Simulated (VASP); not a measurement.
Set up this calculation in VASP 6.6.1, as the native input.

- Task: single point
- Functional: r2SCAN
- Dispersion: D3(BJ)
- Potentials or basis: VASP PAW PBE potentials, release 64 (Te)
- Cutoff: 520 eV
- k mesh: 9 × 9 × 6
- Occupations: gaussian, width 0.02 eV
- Spin: no spin polarisation
- Dipole correction: no
- Further INCAR settings: ALGO = Normal; EDIFF = 1e-06; NBANDS = 16

Crystal: Te.

```
Te
1.0
     4.19496    0.00000    0.00000
    -2.09748    3.63294    0.00000
     0.00000    0.00000    5.94804
Te
3
Direct
  0.28594 0.00000 0.33333
  0.00000 0.28594 0.66667
  0.71406 0.71406 0.00000
```

This cell differs from its parent crystal: volume scaled by 0.88, then relaxed in part.

These files were run (other wordings do the same):

POSCAR

```
Te
1.0
    4.1949559577      0.0000000000      0.0000000000
   -2.0974779789      3.6329384271      0.0000000000
    0.0000000000      0.0000000000      5.9480358442
Te
3
Direct
    0.2859375069      0.0000000000      0.3333333333
    0.0000000000      0.2859375069      0.6666666667
    0.7140624931      0.7140624931      0.0000000000
```

INCAR.step1

```
SYSTEM = Te
ALGO = Normal
EDIFF = 1E-4
ENCUT = 520
GGA = PE
ISMEAR = 0
LASPH = .True.
LCHARG = .False.
LREAL = .False.
LWAVE = .True.
NBANDS = 16
NELM = 80
PREC = Accurate
SIGMA = 0.02
```

INCAR.step2

```
SYSTEM = Te
ALGO = Normal
EDIFF = 1E-6
ENCUT = 520
ISIF = 2
ISMEAR = 0
ISTART = 1
IVDW = 12
LASPH = .True.
LCHARG = .False.
LMIXTAU = .True.
LREAL = .False.
LWAVE = .False.
METAGGA = R2SCAN
NBANDS = 16
NELM = 80
PREC = Accurate
SIGMA = 0.02
VDW_A1 = 0.49484001
VDW_A2 = 5.73083694
VDW_S6 = 1.0
VDW_S8 = 0.78981345
```

KPOINTS

```
k-points
0
Gamma
  9 9 6
  0 0 0
```

Potentials or basis: VASP PAW PBE potentials, release 64 (Te).

Command:

```sh
$ cat potpaw_PBE.64/Te/POTCAR > POTCAR
$ cp INCAR.step1 INCAR
$ mpirun -np 1 vasp_std > vasp.out
$ cp INCAR.step2 INCAR
$ mpirun -np 1 vasp_std > vasp.out
```

It gave:

The pressure is 4.3 GPa, the largest force is 0.024 eV/Å and the band gap on the k mesh is 0.03 eV, direct. The dispersion energy per atom is -0.227 eV.

Caveat: the PAW data sets were made with another functional, which shifts forces and pressure a little; spin-orbit coupling is left out, which moves the levels of the heavy elements.

Run time: 3.8 min on 1 thread of Intel(R) Xeon(R) Platinum 8259CL CPU @ 2.50GHz (Skylake/Cascade Lake), on a shared host, peak memory 0.26 GiB.
